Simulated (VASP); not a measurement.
# Cu (I4/mmm) in VASP: a series of runs

Runs on Cu. Level: PBEsol. Tasks: single point.

Program: VASP 6.6.1. These are calculated values, not measurements. Logs are shortened: lines on timing, memory, paths and dates and some standing lists are left out, and cuts for length are marked.

## (1) The cell of the first run

Symmetry: I4/mmm, No. 139, tetragonal system. The conventional cell has a = 2.860 Å, b = 2.860 Å, c = 2.727 Å, α = 90.00°, β = 90.00°, γ = 90.00°. Within 3.2 Å of Cu (site symmetry 4/mmm) lie 14 Cu at 2.44 to 2.86 Å.

## (2) Single point, PBEsol

INCAR

```
SYSTEM = Cu
PREC = Accurate ; ENCUT = 520
EDIFF = 1E-6 ; ISMEAR = -1
SIGMA = 0.05 ; LREAL = .FALSE.
LASPH = .TRUE. ; NELM = 60
ALGO = Normal ; ISIF = 2
LWAVE = .FALSE. ; LCHARG = .FALSE.
GGA = PS ; NBANDS = 12
```

KPOINTS

```
regular mesh
0
G
  14 14 14
  0 0 0
```

POSCAR

```
Cu
1.0
   -1.4298524554      1.4298524554      1.3637388015
    1.4298524554     -1.4298524554      1.3637388015
    1.4298524554      1.4298524554     -1.3637388015
Cu
1
Direct
    0.0000000000      0.0000000000      0.0000000000
```

Potentials or basis: VASP PAW PBE potentials, release 64 (Cu).

On the command line:

```
> cat potpaw_PBE.64/Cu/POTCAR > POTCAR
> mpirun -np 1 vasp_std > vasp.out
```

OUTCAR:

```text
SYSTEM = Cu
   PREC = Accurate
   ENCUT = 520
   EDIFF = 1E-6
   ISMEAR = -1
   LREAL = .FALSE.
   LASPH = .TRUE.
   NELM = 60
   ISIF = 2
   GGA = PS

 ion  position               nearest neighbor table
   1  0.000  0.000  0.000-

  LATTYP: Found a body centered tetragonal cell.
 ALAT       =     2.8597049108
 C/A-ratio  =     0.9537619048

  Lattice vectors:

 A1 = (  -1.4298524554,   1.4298524554,   1.3637388015)
 A2 = (   1.4298524554,  -1.4298524554,   1.3637388015)
 A3 = (   1.4298524554,   1.4298524554,  -1.3637388015)

Analysis of symmetry for initial positions (statically):
=====================================================================
 Subroutine PRICEL returns:
 Original cell was already a primitive cell.

 Routine SETGRP: Setting up the symmetry group for a
 body centered tetragonal supercell.

 Subroutine GETGRP returns: Found 16 space group operations
 (whereof 16 operations were pure point group operations)
 out of a pool of 16 trial point group operations.

The static configuration has the point symmetry D_4h.

Analysis of symmetry for dynamics (positions and initial velocities):
=====================================================================
 Subroutine PRICEL returns:
 Original cell was already a primitive cell.

 Routine SETGRP: Setting up the symmetry group for a
 body centered tetragonal supercell.

 Subroutine GETGRP returns: Found 16 space group operations
 (whereof 16 operations were pure point group operations)
 out of a pool of 16 trial point group operations.

The dynamic configuration has the point symmetry D_4h.

 Subroutine INISYM returns: Found 16 space group operations
 (whereof 16 operations are pure point group operations),
 and found     1 'primitive' translations

----------------------------------------------------------------------------------------

                                     Primitive cell

  volume of cell :      11.1525

  direct lattice vectors                    reciprocal lattice vectors
    -1.429852455  1.429852455  1.363738802     0.000000000  0.349686430  0.366639124
     1.429852455 -1.429852455  1.363738802     0.349686430  0.000000000  0.366639124
     1.429852455  1.429852455 -1.363738802     0.349686430  0.349686430  0.000000000

  length of vectors
     2.439003814  2.439003814  2.439003814     0.506660484  0.506660484  0.494531291

  position of ions in fractional coordinates (direct lattice)
     0.000000000  0.000000000  0.000000000

  ion indices of the primitive-cell ions
   primitive index   ion index
                 1           1

----------------------------------------------------------------------------------------

 KPOINTS: regular mesh

Automatic generation of k-mesh.
 Grid dimensions read from file:
 generate k-points for:   14   14   14

 Generating k-lattice:

  Cartesian coordinates                     Fractional coordinates (reciprocal lattice)
     0.000000000  0.024977602  0.026188509     0.071428571  0.000000000 -0.000000000
     0.024977602  0.000000000  0.026188509     0.000000000  0.071428571 -0.000000000
     0.024977602  0.024977602  0.000000000     0.000000000  0.000000000  0.071428571

  Length of vectors
     0.036190035  0.036190035  0.035323664

  Shift w.r.t. Gamma in fractional coordinates (k-lattice)
     0.000000000  0.000000000  0.000000000

 Subroutine IBZKPT returns following result:
 ===========================================

 Found    244 irreducible k-points:

 Following reciprocal coordinates:
            Coordinates               Weight
  0.000000  0.000000  0.000000      1.000000
  0.071429  0.000000  0.000000      8.000000
  0.142857  0.000000 -0.000000      8.000000
  0.214286  0.000000 -0.000000      8.000000
  0.285714  0.000000  0.000000      8.000000
  0.357143  0.000000 -0.000000      8.000000
[... 16 lines left out ...]
  0.214286  0.142857 -0.000000     16.000000
  0.285714  0.142857 -0.000000     16.000000
 [... further k-points ...]
   k-points           NKPTS =    244   k-points in BZ     NKDIM =    244   number of bands    NBANDS=     12
   number of dos      NEDOS =    301   number of ions     NIONS =      1
   total plane-waves  NPLWV =   5832
   dimension x,y,z NGX =    18 NGY =   18 NGZ =   18
   dimension x,y,z NGXF=    36 NGYF=   36 NGZF=   36
   ions per type =               1
   NGX,Y,Z   is equivalent  to a cutoff of  12.27, 12.27, 12.27 a.u.
   NGXF,Y,Z  is equivalent  to a cutoff of  24.54, 24.54, 24.54 a.u.
 SYSTEM =  Cu
   PREC   = accura    normal or accurate (medium, high low for compatibility)
   ISTART =      0    job   : 0-new  1-cont  2-samecut
   ICHARG =      2    charge: 1-file 2-atom 10-const
   ISPIN  =      1    spin polarized calculation?
   LNONCOLLINEAR =      F non collinear calculations
   LSORBIT =      F    spin-orbit coupling
   LASPH  =      T    aspherical Exc in radial PAW
   ENCUT  =  520.0 eV  38.22 Ry    6.18 a.u.   4.53  4.53  4.53*2*pi/ulx,y,z
   NELM   =     60;   NELMIN=  2; NELMDL= -5     # of ELM steps
   EDIFF  = 0.1E-05   stopping-criterion for ELM
   LREAL  =      F    real-space projection
   EDIFFG = 0.1E-04   stopping-criterion for IOM
   NSW    =      0    number of steps for IOM
   IBRION =     -1    ionic relax: 0-MD 1-quasi-New 2-CG
   NFREE  =      0    steps in history (QN), initial steepest desc. (CG)
   ISIF   =      2    stress and relaxation
   ISYM   =      2    0-nonsym 1-usesym 2-fastsym
   POTIM  = 0.5000    time-step for ionic-motion
   TEBEG  =    0.0;   TEEND  =   0.0 temperature during run
   PSTRESS=    0.0 pullay stress
   NELECT =      11.0000    total number of electrons
   NUPDOWN=      -1.0000    fix difference up-down
   EMIN   =  10.00;   EMAX   =-10.00  energy-range for DOS
   EFERMI =   0.00;   METHOD = LEGACY
   ISMEAR =    -1;   SIGMA  =   0.05  broadening in eV -4-tet -1-fermi 0-gaus
   EFERMI_NEDOS =   21; number of points for ismear=-14 and -15
   IALGO  =     38    algorithm
   IMIX   =      4    mixing-type and parameters
     AMIX     =   0.40;   BMIX     =  1.00
     AMIX_MAG =   1.60;   BMIX_MAG =  1.00
  volume/ion in A,a.u.               =      11.15        75.26
  Fermi-wavevector in a.u.,A,eV,Ry     =   1.629601  3.079499 36.131606  2.655598
  Thomas-Fermi vector in A             =   2.722040
   LORBIT       =      0    0 simple, 1 ext, 2 COOP (PROOUT), +10 PAW based schemes
   GGA     = PS    functional components
   LHFCALC =     F    Hartree Fock is set to
   AEXX    =    0.0000 exact exchange contribution
   IVDW    =     0    specifies the selected vdW correction
   LEPSILON=     F    determine dielectric tensor
   LRPA    =     F    only Hartree local field effects (RPA)
 non-spin polarized calculation
  energy-cutoff  :      520.00
  volume of cell :       11.15
 maximum number of plane-waves:       314
   NGX =  9   NGY =  9   NGZ =  9

 number of electron      11.0000006 magnetization

 Free energy of the ion-electron system (eV)
  ---------------------------------------------------
  ext. energy  EPLUGINS =         0.00000000
  ---------------------------------------------------
  free energy    TOTEN  =        -4.26264186 eV

  energy without entropy =       -4.25840913  energy(sigma->0) =       -4.26052550

 E-fermi :   8.1448     XC(G=0): -13.2479

 val. band max:        8.1415352575   @ k =   0.5000   0.2143   0.1429
 cond. band min:       8.1531474344   @ k =   0.5000   0.3571  -0.0000
 fundamental gap:      0.0116121769
 Fermi energy:         8.1448403795

 k-point     1 :       0.0000    0.0000    0.0000
  band No.  band energies     occupation
      1      -1.7000      2.00000
      2       4.7017      2.00000
      3       4.9048      2.00000
      4       4.9048      2.00000
      5       5.8196      2.00000
      6       6.0408      2.00000
      7      33.2517      0.00000
      8      33.2517      0.00000
      9      34.5073      0.00000
     10      37.4786      0.00000
     11      37.6430      0.00000
     12      37.6430      0.00000

 k-point     2 :       0.0714    0.0000    0.0000
  band No.  band energies     occupation
      1      -1.4917      2.00000
      2       4.7087      2.00000
      3       4.8987      2.00000
      4       4.9376      2.00000
      5       5.8197      2.00000
      6       6.0102      2.00000
      7      31.9376      0.00000
      8      32.7612      0.00000
      9      33.1661      0.00000
     10      35.4583      0.00000
     11      36.0509      0.00000
     12      36.6800      0.00000

 k-point     3 :       0.1429    0.0000   -0.0000
  band No.  band energies     occupation
      1      -0.8798      2.00000
      2       4.6282      2.00000
      3       4.8660      2.00000
      4       5.1365      2.00000
      5       5.8171      2.00000
      6       5.9582      2.00000
      7      28.3632      0.00000
      8      31.2507      0.00000
      9      31.7464      0.00000
     10      33.1307      0.00000
     11      34.8107      0.00000
     12      36.9401      0.00000

 k-point     4 :       0.2143    0.0000   -0.0000
  band No.  band energies     occupation
      1       0.0848      2.00000
      2       4.4680      2.00000
      3       4.8024      2.00000
      4       5.4873      2.00000
      5       5.8190      2.00000
      6       5.9523      2.00000
      7      24.4321      0.00000
      8      29.4163      0.00000
      9      30.3122      0.00000
     10      31.4992      0.00000
     11      33.9553      0.00000
     12      38.0452      0.00000

 k-point     5 :       0.2857    0.0000    0.0000
  band No.  band energies     occupation
      1       1.2577      2.00000
      2       4.2858      2.00000
      3       4.8337      2.00000
      4       5.8492      2.00000
      5       5.9114      2.00000
      6       5.9960      2.00000
      7      20.6536      0.00000
      8      27.8505      0.00000
      9      28.5846      0.00000
     10      30.6692      0.00000
     11      33.4351      0.00000
     12      39.6111      0.00000

 k-point     6 :       0.3571    0.0000   -0.0000
  band No.  band energies     occupation
      1       2.2511      2.00000
      2       4.1232      2.00000
      3       5.3377      2.00000
      4       5.9006      2.00000
      5       6.0656      2.00000
      6       6.3239      2.00000
      7      17.2013      0.00000
      8      26.6661      0.00000
      9      27.1502      0.00000
     10      30.1696      0.00000
     11      33.1636      0.00000
     12      41.3398      0.00000

 k-point     7 :       0.4286    0.0000   -0.0000
  band No.  band energies     occupation
      1       2.6762      2.00000
      2       4.0119      2.00000
      3       5.8941      2.00000
      4       6.1184      2.00000
      5       6.6209      2.00000
      6       6.6285      2.00000
      7      14.3334      0.00000
      8      25.9291      0.00000
      9      26.2176      0.00000
     10      29.8881      0.00000
     11      33.0502      0.00000
     12      42.5372      0.00000

 k-point     8 :       0.5000    0.0000   -0.0000
  band No.  band energies     occupation
      1       2.7574      2.00000
      2       3.9726      2.00000
      3       5.9146      2.00000
      4       6.1446      2.00000
      5       6.7415      2.00000
      6       7.4905      2.00000
      7      12.9631      0.00000
      8      25.6789      0.00000
      9      25.8935      0.00000
     10      29.7968      0.00000
     11      33.0218      0.00000
     12      42.8688      0.00000
[... 166 lines left out ...]
 k-point    20 :      -0.1429    0.0714    0.0000
  band No.  band energies     occupation
      1      -1.1009      2.00000
      2       4.6777      2.00000
      3       4.8353      2.00000
      4       5.1169      2.00000
      5       5.7440      2.00000
      6       6.0174      2.00000
      7      29.1592      0.00000
      8      30.7718      0.00000
      9      33.2985      0.00000
     10      33.7047      0.00000
     11      36.1009      0.00000
     12      37.1761      0.00000

 k-point    21 :      -0.0714    0.0714    0.0000
  band No.  band energies     occupation
      1      -1.5017      2.00000
      2       4.7047      2.00000
      3       4.8698      2.00000
      4       4.9835      2.00000
      5       5.7801      2.00000
      6       6.0369      2.00000
      7      30.9851      0.00000
      8      33.1048      0.00000
      9      34.0692      0.00000
     10      35.9793      0.00000
     11      36.0728      0.00000
     12      36.4865      0.00000

 k-point    22 :       0.1429    0.1429   -0.0000
  band No.  band energies     occupation
      1       0.6690      2.00000
      2       4.4684      2.00000
      3       4.5919      2.00000
      4       5.7577      2.00000
      5       5.7804      2.00000
      6       6.0464      2.00000
      7      24.3643      0.00000
      8      25.0644      0.00000
      9      28.7312      0.00000
     10      33.3231      0.00000
     11      35.7099      0.00000
     12      37.5542      0.00000

 k-point    23 :       0.2143    0.1429   -0.0000
  band No.  band energies     occupation
      1       1.7872      2.00000
      2       4.3267      2.00000
      3       4.5105      2.00000
      4       5.7433      2.00000
      5       6.1272      2.00000
      6       6.3636      2.00000
      7      20.9141      0.00000
      8      23.2806      0.00000
      9      27.3705      0.00000
     10      32.9259      0.00000
     11      36.1308      0.00000
     12      38.2215      0.00000

 k-point    24 :       0.2857    0.1429   -0.0000
  band No.  band energies     occupation
      1       2.6902      2.00000
      2       4.1616      2.00000
      3       4.7368      2.00000
      4       5.7971      2.00000
      5       6.2184      2.00000
      6       7.1549      2.00000
      7      17.4738      0.00000
      8      22.1153      0.00000
      9      26.3615      0.00000
     10      32.4610      0.00000
     11      36.8178      0.00000
     12      38.4724      0.00000

 [... further k-points ...]
[... 5 lines left out ...]
  --------------------------------------------------------------------------------------
  -------------------------------------------------------------------------------------
  Total        0.2836786      0.2836786      0.2477348      0.0000000      0.0000000      0.0000000
  in kB       40.7533668     40.7533668     35.5896637      0.0000000      0.0000000      0.0000000
  external PRESSURE =      39.0321324 kB  Pullay stress =       0.0000000 kB

 VOLUME and BASIS-vectors are now :
 -----------------------------------------------------------------------------
  energy-cutoff  :      520.00
  volume of cell :       11.15
      direct lattice vectors                 reciprocal lattice vectors
    -1.429852455  1.429852455  1.363738802     0.000000000  0.349686430  0.366639124
     1.429852455 -1.429852455  1.363738802     0.349686430  0.000000000  0.366639124
     1.429852455  1.429852455 -1.363738802     0.349686430  0.349686430  0.000000000

 POSITION                                       TOTAL-FORCE (eV/Angst)
 -----------------------------------------------------------------------------------
      0.00000      0.00000      0.00000        -0.000000      0.000000      0.000000
 -----------------------------------------------------------------------------------
    total drift:                                0.000000      0.000000      0.000000

  FREE ENERGIE OF THE ION-ELECTRON SYSTEM (eV)
  ---------------------------------------------------
  free  energy   TOTEN  =        -4.2626418615 eV

  energy  without entropy=       -4.2584091291  energy(sigma->0) =       -4.26052550
```

It took 13 s on 1 thread of Intel Xeon 6975P-C, shared host; peak memory 0.14 GiB.

What came out:

```
Free energy : -4.2626 eV
Pressure    : 3.9 GPa
```

Stress tensor (GPa, compression positive):
```
4.08 0.00 0.00
0.00 4.08 0.00
0.00 0.00 3.56
```

Caveat: the PAW data sets were made with another functional, which shifts forces and pressure a little.

## (3) Single point, PBEsol

This run uses another cell than the first one, of 11.46 Å³/atom, 1.027 times its volume.

INCAR

```
SYSTEM = Cu
PREC = Accurate ; ENCUT = 520
EDIFF = 1E-7 ; ISMEAR = -1
SIGMA = 0.05 ; LREAL = .FALSE.
LASPH = .TRUE. ; NELM = 80
ALGO = Normal ; ISIF = 2
LWAVE = .FALSE. ; LCHARG = .FALSE.
GGA = PS ; NBANDS = 12
```

KPOINTS

```
Automatic mesh
0
G
  14 14 14
  0 0 0
```

POSCAR

```
Cu
1.0
   -1.4427930000      1.4427930000      1.3760810000
    1.4427930000     -1.4427930000      1.3760810000
    1.4427930000      1.4427930000     -1.3760810000
Cu
1
Direct
    0.0000000000      0.0000000000      0.0000000000
```

Potentials or basis: VASP PAW PBE potentials, release 64 (Cu).

On the command line:

```
> cat potpaw_PBE.64/Cu/POTCAR > POTCAR
> mpirun -np 1 vasp_std > vasp.out
```

Run time: 16 s. Hardware: 1 thread of Intel Xeon 6975P-C, shared host; peak memory 0.14 GiB.

It converged, with:

```yaml
Free_energy: -4.2658 eV
Pressure: -0.7 GPa
```

Stress tensor (GPa, compression positive):
```
-0.54  0.00  0.00
 0.00 -0.54  0.00
 0.00  0.00 -1.11
```

Levels at points of the mesh, in eV from the Fermi level:
| k point | band 4 | band 5 | band 6 | band 7 | band 8 | band 9 |
| --- | --- | --- | --- | --- | --- | --- |
| (0.00, 0.00, 0.00) | -3.14 | -2.26 | -2.05 | 24.85 | 24.85 | 26.09 |
| (0.50, 0.00, 0.00) | -1.95 | -1.38 | -0.58 | 4.67 | 17.32 | 17.42 |
| (0.50, 0.50, 0.00) | -2.09 | -1.41 | -0.95 | 4.15 | 18.57 | 18.84 |
| (0.50, 0.50, 0.50) | -1.58 | -1.53 | 7.68 | 7.68 | 9.53 | 13.34 |

Caveat: the PAW data sets were made with another functional, which shifts forces and pressure a little.

## (4) Single point, PBEsol

This run uses another cell than the first one, of 11.76 Å³/atom, 1.055 times its volume.

INCAR

```
SYSTEM = Cu
PREC = Accurate ; ENCUT = 520
EDIFF = 1E-7 ; ISMEAR = -1
SIGMA = 0.05 ; LREAL = .False.
LASPH = .True. ; NELM = 60
ALGO = Normal ; ISIF = 2
LWAVE = .False. ; LCHARG = .True.
GGA = PS ; LELF = .True.
LVHAR = .True. ; NBANDS = 12
```

KPOINTS

```
regular mesh
0
Gamma
  14 14 14
  0 0 0
```

POSCAR

```
Cu
1.0
   -1.4555054876      1.4555054876      1.3882056864
    1.4555054876     -1.4555054876      1.3882056864
    1.4555054876      1.4555054876     -1.3882056864
Cu
1
Direct
    0.0000000000      0.0000000000      0.0000000000
```

On the command line:

```
> cat potpaw_PBE.64/Cu/POTCAR > POTCAR
> mpirun -np 1 vasp_std > vasp.out
```

Wall time 17 s (1 thread of Intel Xeon 6975P-C, shared host); peak memory 0.14 GiB.

Results (log left out):

| Item | Value |
| --- | --- |
| Free energy | -4.2608 eV |
| Pressure | -4.6 GPa |

Stress tensor (GPa, compression positive):
```
-4.44  0.00  0.00
 0.00 -4.44  0.00
 0.00  0.00 -5.03
```

Levels at points of the mesh, in eV from the Fermi level:
| k point | band 3 | band 4 | band 5 | band 6 | band 7 | band 8 | band 9 | band 10 |
| --- | --- | --- | --- | --- | --- | --- | --- | --- |
| (0.00, 0.00, 0.00) | -3.05 | -3.05 | -2.21 | -2.00 | 24.59 | 24.59 | 25.83 | 28.28 |
| (0.50, 0.00, 0.00) | -2.12 | -1.91 | -1.36 | -0.50 | 4.53 | 17.11 | 17.11 | 21.01 |
| (0.50, 0.50, 0.00) | -2.28 | -2.04 | -1.39 | -0.86 | 4.01 | 18.36 | 18.50 | 22.16 |
| (0.50, 0.50, 0.50) | -1.55 | -1.55 | -1.50 | 7.59 | 7.59 | 9.39 | 13.15 | 13.74 |

Caveat: the PAW data sets were made with another functional, which shifts forces and pressure a little.

## (5) Single point, PBEsol

This run uses another cell than the first one, of 12.07 Å³/atom, 1.082 times its volume.

INCAR

```
PREC = Accurate
ENCUT = 520
EDIFF = 1E-6
ISMEAR = -1
SIGMA = 0.05
LREAL = False
LASPH = True
NELM = 100
ALGO = Normal
ISIF = 2
LWAVE = False
LCHARG = False
GGA = PS
NBANDS = 12
```

KPOINTS

```
Automatic mesh
0
Gamma
  14 14 14
```

POSCAR

```
Cu
1.0
   -1.4679997081      1.4679997081      1.4001221979
    1.4679997081     -1.4679997081      1.4001221979
    1.4679997081      1.4679997081     -1.4001221979
Cu
1
Direct
    0.0000000000      0.0000000000      0.0000000000
```

On the command line:

```
> cat potpaw_PBE.64/Cu/POTCAR > POTCAR
> mpirun -np 1 vasp_std > vasp.out
```

It took 16 s on 1 thread of Intel Xeon 6975P-C, shared host; peak memory 0.15 GiB.

The run converged. Its results:

| Item | Value |
| --- | --- |
| Free energy | -4.2489 eV |
| Pressure | -7.9 GPa |

Stress tensor (GPa, compression positive):
```
-7.72  0.00  0.00
 0.00 -7.72  0.00
 0.00  0.00 -8.32
```

Levels at points of the mesh, in eV from the Fermi level:
```csv
k point,band 4,band 5,band 6,band 7,band 8,band 9
"(0.00, 0.00, 0.00)",-2.97,-2.15,-1.96,24.34,24.34,25.58
"(0.50, 0.00, 0.00)",-1.87,-1.34,-0.43,4.40,16.81,16.91
"(0.50, 0.50, 0.00)",-1.99,-1.36,-0.79,3.89,18.15,18.17
"(0.50, 0.50, 0.50)",-1.52,-1.48,7.49,7.49,9.26,12.98
```

Caveat: the PAW data sets were made with another functional, which shifts forces and pressure a little.

[end of part 1 of 2]
